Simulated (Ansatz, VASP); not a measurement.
## TiCo2: VASP beside Ansatz

```xyz
6
Lattice="0.0000 3.3702 3.3702 3.3702 0.0000 3.3702 3.3702 3.3702 0.0000" Properties=species:S:1:pos:R:3 pbc="T T T"
Ti    3.3702    3.3702    3.3702
Ti    5.0553    5.0553    5.0553
Co    0.8426    0.8426    0.8426
Co    0.8426    2.5277    2.5277
Co    2.5277    2.5277    0.8426
Co    2.5277    0.8426    2.5277
```

Alike in both runs: functional r2SCAN; k mesh 1 × 1 × 1; occupations gaussian, width 0.1 eV; collinear spin.

Ansatz relaxed the structure, and its values are those at the end. VASP's run is a single point on that final structure, the one shown.

|  | VASP | Ansatz |
| --- | --- | --- |
| version | VASP 6.6.1 | Ansatz 0.2.0 |
| potentials or method | VASP PAW PBE potentials, release 64 (Ti_sv, Co), cutoff 520 eV | scalar-relativistic, plane waves, PAW |
| valence electrons in the cell | 60 | 92 |

```csv
,VASP,Ansatz,Ansatz less VASP
gap on the k mesh at the Fermi level (eV),0.79,0.30,-0.488
least direct gap on the mesh (eV),0.79,0.30,-0.488
pressure (GPa),-7.6,0.0,+7.64
net moment per atom (μB),0.67,1.32,+0.651
size of the moment on the site where the two differ most (μB),0.31,2.16,+1.850
```

The net moments are unlike, so the other rows may belong to different states. VASP's potentials were made for PBE, not for r2SCAN. Site moments also hang on the region over which each program counts them. VASP's potentials hold 60 valence electrons a cell and Ansatz's 92, so a difference there can come from the potentials and not from the codes.

The k mesh is coarse, so the values compare programs but aren't converged.
